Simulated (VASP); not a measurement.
Set up this calculation in VASP 6.6.1, as the native input.

```yaml
Task: single point
Functional: r2SCAN
Potentials_or_basis: VASP PAW PBE potentials, release 64 (In_d, As)
Cutoff: 520 eV
k_mesh: 11 × 11 × 11
Occupations: fermi-dirac, width 0.1 eV
Spin: no spin polarisation
Dipole_correction: no
Further_INCAR_settings: ALGO = Normal; EDIFF = 1e-07; NBANDS = 16
```

Crystal: InAs (zincblende type).

```xyz
2
Lattice="0.0000 2.7381 2.7381 2.7381 0.0000 2.7381 2.7381 2.7381 0.0000" Properties=species:S:1:pos:R:3 pbc="T T T"
In    0.0000    0.0000    0.0000
As    1.3691    1.3691    1.3691
```

This cell differs from its parent crystal: volume scaled by 0.72.

One way to write it, as run:

POSCAR

```
InAs
1.0
    0.0000000000      2.7381437002      2.7381437002
    2.7381437002      0.0000000000      2.7381437002
    2.7381437002      2.7381437002      0.0000000000
In As
1 1
Direct
    0.0000000000      0.0000000000      0.0000000000
    0.2500000000      0.2500000000      0.2500000000
```

INCAR.step1

```
PREC     = Accurate       # precision mode
ENCUT    = 520            # plane-wave cutoff, eV
ISMEAR   = -1             # smearing method
SIGMA    = 0.1            # smearing width, eV
LREAL    = F              # projectors in reciprocal space
LASPH    = T              # aspherical terms in the spheres
NELM     = 60             # most SCF steps
NBANDS   = 16             # bands
GGA      = PE             # functional
ALGO     = Normal         # electronic algorithm
EDIFF    = 1E-4           # SCF threshold, eV
LWAVE    = T              # write WAVECAR
LCHARG   = F              # write CHGCAR
```

INCAR.step2

```
PREC     = Accurate       # precision mode
ENCUT    = 520            # plane-wave cutoff, eV
EDIFF    = 1E-7           # SCF threshold, eV
ISMEAR   = -1             # smearing method
SIGMA    = 0.1            # smearing width, eV
LREAL    = F              # projectors in reciprocal space
LASPH    = T              # aspherical terms in the spheres
NELM     = 60             # most SCF steps
ALGO     = Normal         # electronic algorithm
ISIF     = 2              # what is computed and relaxed
LWAVE    = F              # write WAVECAR
LCHARG   = F              # write CHGCAR
METAGGA  = R2SCAN         # meta-GGA
LMIXTAU  = T            
NBANDS   = 16             # bands
ISTART   = 1
```

KPOINTS

```
regular mesh
0
Gamma
  11 11 11
```

Potentials or basis: VASP PAW PBE potentials, release 64 (In_d, As).

Launch:

```bash
$ cat potpaw_PBE.64/In_d/POTCAR potpaw_PBE.64/As/POTCAR > POTCAR
$ cp INCAR.step1 INCAR
$ mpirun -np 1 vasp_std > vasp.out
$ cp INCAR.step2 INCAR
$ mpirun -np 1 vasp_std > vasp.out
```

It gave:

```
Pressure               : 40.2 GPa
Band gap on the k mesh : 1.23 eV, indirect (least direct gap 1.83 eV)
```

Caveat: the PAW data sets were made with another functional, which shifts forces and pressure a little; spin-orbit coupling is left out, which moves the levels of the heavy elements.

Wall time 68 s on 1 thread of Intel(R) Xeon(R) 6975P-C (Granite Rapids), on a shared host, peak memory 0.19 GiB.
